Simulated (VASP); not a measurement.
Wanted: the native input for a VASP 6.6.1 run.

```
Task                   : relaxation of cell and atoms
Functional             : r2SCAN
Potentials or basis    : VASP PAW PBE potentials, release 64 (Cu)
Cutoff                 : 600 eV
k mesh                 : 18 × 18 × 18
Occupations            : gaussian, width 0.1 eV
Spin                   : no spin polarisation
Dipole correction      : no
Further INCAR settings : ALGO = Normal; EDIFF = 1e-07; IBRION = 2; EDIFFG = -0.02; NSW = 90; ISIF = 3
```

Cu:

```
Cu
1.0
    -1.44279    1.44279    1.37608
     1.44279   -1.44279    1.37608
     1.44279    1.44279   -1.37608
Cu
1
Direct
  0.00000 0.00000 0.00000
```

One way to write it, as run:

POSCAR

```
Cu
1.0
   -1.4427933200      1.4427933200      1.3760814500
    1.4427933200     -1.4427933200      1.3760814500
    1.4427933200      1.4427933200     -1.3760814500
Cu
1
Direct
    0.0000000000      0.0000000000      0.0000000000
```

INCAR.step1

```
  ALGO = Normal
  EDIFF = 1E-4
  ENCUT = 600
  GGA = PE
  ISMEAR = 0
  LASPH = True
  LCHARG = False
  LREAL = False
  LWAVE = True
  NELM = 100
  PREC = Accurate
  SIGMA = 0.1
```

INCAR.step2

```
  ALGO = Normal
  EDIFF = 1E-7
  EDIFFG = -0.02
  ENCUT = 600
  IBRION = 2
  ISIF = 3
  ISMEAR = 0
  ISTART = 1
  LASPH = True
  LCHARG = False
  LMIXTAU = True
  LREAL = False
  LWAVE = False
  METAGGA = R2SCAN
  NELM = 100
  NSW = 90
  PREC = Accurate
  SIGMA = 0.1
```

KPOINTS

```
k-points
0
Gamma
  18 18 18
```

Potentials or basis: VASP PAW PBE potentials, release 64 (Cu).

Run with:

```bash
$ cat potpaw_PBE.64/Cu/POTCAR > POTCAR
$ cp INCAR.step1 INCAR
$ mpirun -np 1 vasp_std > vasp.out
$ cp INCAR.step2 INCAR
$ mpirun -np 1 vasp_std > vasp.out
```

It gave:

The relaxed volume is 11.54 Å³/atom, the relaxed cell is a = 2.467 Å, b = 2.467 Å, c = 2.467 Å, α = 108.21°, β = 108.21°, γ = 112.02° and the space group after relaxing (to 0.1 Å) is I4/mmm (No. 139). The energy gained by relaxing is 0.2 meV/atom. The ionic steps are 3, the pressure after relaxing is -0.1 GPa and the band gap on the k mesh is zero (an odd number of electrons rules out a gap without spin polarisation).

Caveat: the PAW data sets were made with another functional, which shifts forces and pressure a little.

Wall time 3.8 min on 1 thread of Intel(R) Xeon(R) 6975P-C (Granite Rapids), on a shared host, peak memory 0.19 GiB.
